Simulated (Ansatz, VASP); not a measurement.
**GaN in VASP and in Ansatz**

```
Ga N
1.0
     3.21843    0.00000    0.00000
    -1.60921    2.78724    0.00000
     0.00000    0.00000    5.24303
Ga N
2 2
Direct
  0.33333 0.66667 0.99913
  0.66667 0.33333 0.49913
  0.33333 0.66667 0.37587
  0.66667 0.33333 0.87587
```

Alike in both runs: task single point; functional r2SCAN; k mesh 12 × 12 × 6; occupations gaussian, width 0.02 eV; no spin polarisation.

|  | VASP | Ansatz |
| --- | --- | --- |
| version | VASP 6.6.1 | Ansatz 0.2.0 |
| potentials or method | VASP PAW PBE potentials, release 64 (Ga_d, N), cutoff 520 eV | scalar-relativistic, plane waves, PAW |
| valence electrons in the cell | 36 | 36 |

VASP gave:

```
gap on the k mesh at the Fermi level (eV) : 2.11
least direct gap on the mesh (eV)         : 2.11
```

Q: Estimate Ansatz's values.

A: gap on the k mesh at the Fermi level (eV): 2.12; least direct gap on the mesh (eV): 2.12.

VASP's potentials were made for PBE, not for r2SCAN. With one functional, cell and mesh, what is left measures potentials, basis and numerics.
